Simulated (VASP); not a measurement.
# FeCo (Pm-3m) in VASP: single point with PBE

Aim: the single point of FeCo with PBE.

Program: VASP 6.6.1. These are calculated values, not measurements. Logs are shortened: lines on timing, memory, paths and dates and some standing lists are left out, and cuts for length are marked.

**1. The cell of the first run**

It takes space group Pm-3m (No. 221, cubic). Conventional cell: a = 2.845 Å, b = 2.845 Å, c = 2.845 Å, α = 90.00°, β = 90.00°, γ = 90.00°. Fe (site symmetry m-3m) has 8 Co at 2.46 Å and 6 Fe at 2.84 Å within 3.3 Å. Within 3.3 Å of Co (site symmetry m-3m) lie 8 Fe at 2.46 Å and 6 Co at 2.84 Å.

**2. Single point, PBE, collinear spin, ferromagnetic start**

Contents of INCAR:

```
SYSTEM = FeCo
ALGO = Normal
EDIFF = 1E-6
ENCUT = 600
GGA = PE
GGA_COMPAT = .FALSE.
ISIF = 2
ISMEAR = 0
ISPIN = 2
LASPH = .TRUE.
LCHARG = .FALSE.
LMAXMIX = 4
LORBIT = 11
LREAL = .FALSE.
LWAVE = .FALSE.
MAGMOM = 3.19 2.09
NBANDS = 20
NELM = 200
PREC = Accurate
SIGMA = 0.1
```

Contents of KPOINTS:

```
k-points
0
G
  14 14 14
  0 0 0
```

Contents of POSCAR:

```
FeCo
1.0
    2.8448778449      0.0000000000      0.0000000000
    0.0000000000      2.8448778449      0.0000000000
    0.0000000000      0.0000000000      2.8448778449
Fe Co
1 1
Direct
    0.5000000000      0.5000000000      0.5000000000
    0.0000000000      0.0000000000      0.0000000000
```

Potentials or basis: VASP PAW PBE potentials, release 64 (Fe, Co).

Started as:

```
> cat potpaw_PBE.64/Fe/POTCAR potpaw_PBE.64/Co/POTCAR > POTCAR
> mpirun -np 1 vasp_std > vasp.out
```

OUTCAR:

```text
SYSTEM = FeCo
   EDIFF = 1E-6
   ENCUT = 600
   GGA = PE
   ISIF = 2
   ISMEAR = 0
   ISPIN = 2
   LASPH = .TRUE.
   LORBIT = 11
   LREAL = .FALSE.
   NELM = 200
   PREC = Accurate

 ion  position               nearest neighbor table
   1  0.500  0.500  0.500-   2 2.46   2 2.46   2 2.46   2 2.46   2 2.46   2 2.46   2 2.46   2 2.46

   2  0.000  0.000  0.000-   1 2.46   1 2.46   1 2.46   1 2.46   1 2.46   1 2.46   1 2.46   1 2.46

  LATTYP: Found a simple cubic cell.
 ALAT       =     2.8448778449

  Lattice vectors:

 A1 = (   2.8448778449,   0.0000000000,   0.0000000000)
 A2 = (   0.0000000000,   2.8448778449,   0.0000000000)
 A3 = (   0.0000000000,   0.0000000000,   2.8448778449)

Analysis of symmetry for initial positions (statically):
=====================================================================
 Subroutine PRICEL returns:
 Original cell was already a primitive cell.

 Routine SETGRP: Setting up the symmetry group for a
 simple cubic supercell.

 Subroutine GETGRP returns: Found 48 space group operations
 (whereof 48 operations were pure point group operations)
 out of a pool of 48 trial point group operations.

The static configuration has the point symmetry O_h .

Analysis of symmetry for dynamics (positions and initial velocities):
=====================================================================
 Subroutine PRICEL returns:
 Original cell was already a primitive cell.

 Routine SETGRP: Setting up the symmetry group for a
 simple cubic supercell.

 Subroutine GETGRP returns: Found 48 space group operations
 (whereof 48 operations were pure point group operations)
 out of a pool of 48 trial point group operations.

The dynamic configuration has the point symmetry O_h .

Analysis of structural, dynamic, and magnetic symmetry:
=====================================================================
 Subroutine PRICEL returns:
 Original cell was already a primitive cell.

 Routine SETGRP: Setting up the symmetry group for a
 simple cubic supercell.

 Subroutine GETGRP returns: Found 48 space group operations
 (whereof 48 operations were pure point group operations)
 out of a pool of 48 trial point group operations.

The overall configuration has the point symmetry O_h .

 Subroutine INISYM returns: Found 48 space group operations
 (whereof 48 operations are pure point group operations),
 and found     1 'primitive' translations

----------------------------------------------------------------------------------------

                                     Primitive cell

  volume of cell :      23.0245

  direct lattice vectors                    reciprocal lattice vectors
     2.844877845  0.000000000  0.000000000     0.351508942  0.000000000  0.000000000
     0.000000000  2.844877845  0.000000000     0.000000000  0.351508942  0.000000000
     0.000000000  0.000000000  2.844877845     0.000000000  0.000000000  0.351508942

  length of vectors
     2.844877845  2.844877845  2.844877845     0.351508942  0.351508942  0.351508942

  position of ions in fractional coordinates (direct lattice)
     0.500000000  0.500000000  0.500000000
     0.000000000  0.000000000  0.000000000

  ion indices of the primitive-cell ions
   primitive index   ion index
                 1           1
                 2           2

----------------------------------------------------------------------------------------

 KPOINTS: k-points

Automatic generation of k-mesh.
 Grid dimensions read from file:
 generate k-points for:   14   14   14

 Generating k-lattice:

  Cartesian coordinates                     Fractional coordinates (reciprocal lattice)
     0.025107782  0.000000000  0.000000000     0.071428571  0.000000000  0.000000000
     0.000000000  0.025107782  0.000000000     0.000000000  0.071428571  0.000000000
     0.000000000  0.000000000  0.025107782     0.000000000  0.000000000  0.071428571

  Length of vectors
     0.025107782  0.025107782  0.025107782

  Shift w.r.t. Gamma in fractional coordinates (k-lattice)
     0.000000000  0.000000000  0.000000000

 Subroutine IBZKPT returns following result:
 ===========================================

 Found    120 irreducible k-points:

 Following reciprocal coordinates:
            Coordinates               Weight
  0.000000  0.000000  0.000000      1.000000
  0.071429  0.000000  0.000000      6.000000
  0.142857  0.000000  0.000000      6.000000
  0.214286  0.000000  0.000000      6.000000
  0.285714  0.000000  0.000000      6.000000
  0.357143  0.000000  0.000000      6.000000
[... 16 lines left out ...]
  0.285714  0.214286  0.000000     24.000000
  0.357143  0.214286  0.000000     24.000000
 [... further k-points ...]
   k-points           NKPTS =    120   k-points in BZ     NKDIM =    120   number of bands    NBANDS=     20
   number of dos      NEDOS =    301   number of ions     NIONS =      2
   total plane-waves  NPLWV =  13824
   dimension x,y,z NGX =    24 NGY =   24 NGZ =   24
   dimension x,y,z NGXF=    48 NGYF=   48 NGZF=   48
   ions per type =               1   1
   NGX,Y,Z   is equivalent  to a cutoff of  14.02, 14.02, 14.02 a.u.
   NGXF,Y,Z  is equivalent  to a cutoff of  28.05, 28.05, 28.05 a.u.
 SYSTEM =  FeCo
   PREC   = accura    normal or accurate (medium, high low for compatibility)
   ISTART =      0    job   : 0-new  1-cont  2-samecut
   ICHARG =      2    charge: 1-file 2-atom 10-const
   ISPIN  =      2    spin polarized calculation?
   LNONCOLLINEAR =      F non collinear calculations
   LSORBIT =      F    spin-orbit coupling
   LASPH  =      T    aspherical Exc in radial PAW
   ENCUT  =  600.0 eV  44.10 Ry    6.64 a.u.   5.68  5.68  5.68*2*pi/ulx,y,z
   NELM   =    200;   NELMIN=  2; NELMDL= -5     # of ELM steps
   EDIFF  = 0.1E-05   stopping-criterion for ELM
   LREAL  =      F    real-space projection
   EDIFFG = 0.1E-04   stopping-criterion for IOM
   NSW    =      0    number of steps for IOM
   IBRION =     -1    ionic relax: 0-MD 1-quasi-New 2-CG
   NFREE  =      0    steps in history (QN), initial steepest desc. (CG)
   ISIF   =      2    stress and relaxation
   ISYM   =      2    0-nonsym 1-usesym 2-fastsym
   POTIM  = 0.5000    time-step for ionic-motion
   TEBEG  =    0.0;   TEEND  =   0.0 temperature during run
   PSTRESS=    0.0 pullay stress
   NELECT =      17.0000    total number of electrons
   NUPDOWN=      -1.0000    fix difference up-down
   EMIN   =  10.00;   EMAX   =-10.00  energy-range for DOS
   EFERMI =   0.00;   METHOD = LEGACY
   ISMEAR =     0;   SIGMA  =   0.10  broadening in eV -4-tet -1-fermi 0-gaus
   EFERMI_NEDOS =   21; number of points for ismear=-14 and -15
   IALGO  =     38    algorithm
   IMIX   =      4    mixing-type and parameters
     AMIX     =   0.40;   BMIX     =  1.00
     AMIX_MAG =   1.60;   BMIX_MAG =  1.00
  volume/ion in A,a.u.               =      11.51        77.69
  Fermi-wavevector in a.u.,A,eV,Ry     =   1.479656  2.796145 29.788361  2.189383
  Thomas-Fermi vector in A             =   2.593787
   LORBIT       =     11    0 simple, 1 ext, 2 COOP (PROOUT), +10 PAW based schemes
   GGA     = PE    functional components
   LHFCALC =     F    Hartree Fock is set to
   AEXX    =    0.0000 exact exchange contribution
   IVDW    =     0    specifies the selected vdW correction
   LEPSILON=     F    determine dielectric tensor
   LRPA    =     F    only Hartree local field effects (RPA)
 spin polarized calculation
 Gauss-broadening in eV      SIGMA  =   0.10
  energy-cutoff  :      600.00
  volume of cell :       23.02
 maximum number of plane-waves:       804
 NGX is ok and might be reduce to    24
   NGX = 11   NGY = 11   NGZ = 11

 number of electron      16.9999999 magnetization       4.5287852

 Free energy of the ion-electron system (eV)
  ---------------------------------------------------
  ext. energy  EPLUGINS =         0.00000000
  ---------------------------------------------------
  free energy    TOTEN  =       -15.40738475 eV

  energy without entropy =      -15.40043022  energy(sigma->0) =      -15.40390749

 E-fermi :   8.1022     XC(G=0): -13.0467

 val. band max:        8.0924759143   @ k =   0.2857   0.2857   0.0000
 cond. band min:       8.1124002314   @ k =   0.4286   0.1429   0.0714
 fundamental gap:      0.0199243170
 Fermi energy:         8.1021920692

 spin component 1

 k-point     1 :       0.0000    0.0000    0.0000
  band No.  band energies     occupation
      1      -0.9296      1.00000
      2       2.6871      1.00000
      3       2.6871      1.00000
      4       4.9799      1.00000
      5       4.9799      1.00000
      6       4.9799      1.00000
[... 12 lines left out ...]
     19      32.5673      0.00000
     20      32.5673      0.00000

 k-point     2 :       0.0714    0.0000    0.0000
  band No.  band energies     occupation
      1      -0.8258      1.00000
      2       2.7287      1.00000
      3       2.7299      1.00000
      4       4.9793      1.00000
      5       4.9793      1.00000
      6       5.0063      1.00000
[... 12 lines left out ...]
     19      32.4421      0.00000
     20      32.4421      0.00000

 k-point     3 :       0.1429    0.0000    0.0000
  band No.  band energies     occupation
      1      -0.5186      1.00000
      2       2.8491      1.00000
      3       2.8516      1.00000
      4       4.9806      1.00000
      5       4.9806      1.00000
      6       5.0843      1.00000
[... 12 lines left out ...]
     19      31.8886      0.00000
     20      31.8886      0.00000

 k-point     4 :       0.2143    0.0000    0.0000
  band No.  band energies     occupation
      1      -0.0224      1.00000
      2       3.0168      1.00000
      3       3.0505      1.00000
      4       4.9919      1.00000
      5       4.9919      1.00000
      6       5.2105      1.00000
[... 429 lines left out ...]
 k-point    23 :       0.2857    0.2143    0.0000
  band No.  band energies     occupation
      1       1.3462      1.00000
      2       3.2685      1.00000
      3       3.7396      1.00000
      4       4.5032      1.00000
      5       4.8665      1.00000
      6       5.3421      1.00000
[... 12 lines left out ...]
     19      29.9853      0.00000
     20      32.3985      0.00000

 k-point    24 :       0.3571    0.2143    0.0000
  band No.  band energies     occupation
      1       1.9435      1.00000
      2       3.2672      1.00000
      3       4.0317      1.00000
      4       4.4760      1.00000
      5       4.8590      1.00000
      6       5.0442      1.00000
[... 12 lines left out ...]
     19      30.8095      0.00000
     20      33.2301      0.00000

 [... further k-points ...]

 spin component 2

 k-point     1 :       0.0000    0.0000    0.0000
  band No.  band energies     occupation
      1      -0.7759      1.00000
      2       4.5828      1.00000
      3       4.5829      1.00000
      4       6.9095      1.00000
      5       6.9095      1.00000
      6       6.9095      1.00000
[... 12 lines left out ...]
     19      32.3296      0.00000
     20      32.3296      0.00000

 k-point     2 :       0.0714    0.0000    0.0000
  band No.  band energies     occupation
      1      -0.6717      1.00000
      2       4.6159      1.00000
      3       4.6327      1.00000
      4       6.9036      1.00000
      5       6.9036      1.00000
      6       6.9364      1.00000
[... 12 lines left out ...]
     19      32.2559      0.00000
     20      32.2559      0.00000

 k-point     3 :       0.1429    0.0000    0.0000
  band No.  band energies     occupation
      1      -0.3626      1.00000
      2       4.7002      1.00000
      3       4.7805      1.00000
      4       6.8893      1.00000
      5       6.8893      1.00000
      6       7.0154      1.00000
[... 12 lines left out ...]
     19      31.8938      0.00000
     20      31.8938      0.00000

 k-point     4 :       0.2143    0.0000    0.0000
  band No.  band energies     occupation
      1       0.1400      1.00000
      2       4.7896      1.00000
      3       5.0200      1.00000
      4       6.8758      1.00000
      5       6.8758      1.00000
      6       7.1406      1.00000
[... 429 lines left out ...]
 k-point    23 :       0.2857    0.2143    0.0000
  band No.  band energies     occupation
      1       1.5981      1.00000
      2       5.0047      1.00000
      3       5.5489      1.00000
      4       6.3562      1.00000
      5       6.6338      1.00000
      6       7.1261      1.00000
[... 12 lines left out ...]
     19      30.5127      0.00000
     20      32.8758      0.00000

 k-point    24 :       0.3571    0.2143    0.0000
  band No.  band energies     occupation
      1       2.3128      1.00000
      2       4.7826      1.00000
      3       5.8509      1.00000
      4       6.3126      1.00000
      5       6.5938      1.00000
      6       6.8612      1.00000
[... 12 lines left out ...]
     19      31.1659      0.00000
     20      33.6736      0.00000

 [... further k-points ...]

------------------------ aborting loop because EDIFF is reached ----------------------------------------

  FORCE on cell =-STRESS in cart. coord.  units (eV):
  Direction    XX          YY          ZZ          XY          YZ          ZX
  --------------------------------------------------------------------------------------
  -------------------------------------------------------------------------------------
  Total       -0.0571306     -0.0571306     -0.0571306     -0.0000000     -0.0000000      0.0000000
  in kB       -3.9754697     -3.9754697     -3.9754697     -0.0000000     -0.0000000      0.0000000
  external PRESSURE =      -3.9754697 kB  Pullay stress =       0.0000000 kB

 VOLUME and BASIS-vectors are now :
 -----------------------------------------------------------------------------
  energy-cutoff  :      600.00
  volume of cell :       23.02
      direct lattice vectors                 reciprocal lattice vectors
     2.844877845  0.000000000  0.000000000     0.351508942  0.000000000  0.000000000
     0.000000000  2.844877845  0.000000000     0.000000000  0.351508942  0.000000000
     0.000000000  0.000000000  2.844877845     0.000000000  0.000000000  0.351508942

 POSITION                                       TOTAL-FORCE (eV/Angst)
 -----------------------------------------------------------------------------------
      1.42244      1.42244      1.42244         0.000000      0.000000      0.000000
      0.00000      0.00000      0.00000         0.000000      0.000000      0.000000
 -----------------------------------------------------------------------------------
    total drift:                                0.000000      0.000000     -0.000000

  FREE ENERGIE OF THE ION-ELECTRON SYSTEM (eV)
  ---------------------------------------------------
  free  energy   TOTEN  =       -15.4073847498 eV

  energy  without entropy=      -15.4004302215  energy(sigma->0) =      -15.40390749

 total charge

# of ion       s       p       d       tot
------------------------------------------
    1        0.473   0.528   6.150   7.150
    2        0.483   0.511   7.241   8.235
--------------------------------------------------
tot          0.955   1.039  13.391  15.385

 magnetization (x)

# of ion       s       p       d       tot
------------------------------------------
    1        0.001  -0.043   2.825   2.783
    2       -0.011  -0.052   1.828   1.764
--------------------------------------------------
tot         -0.010  -0.095   4.653   4.548
```

It took 75 s on 1 thread of Intel Xeon Platinum 8488C (Sapphire Rapids), shared host; peak memory 0.23 GiB.

What came out:

```yaml
Free_energy: -15.4074 eV
Pressure: -0.4 GPa
Net_moment: 4.53 μB per cell
Site_moments: Fe +2.78; Co +1.76 μB
Valence_electrons_inside_the_program's_atomic_spheres: Fe 7.15; Co 8.23
```
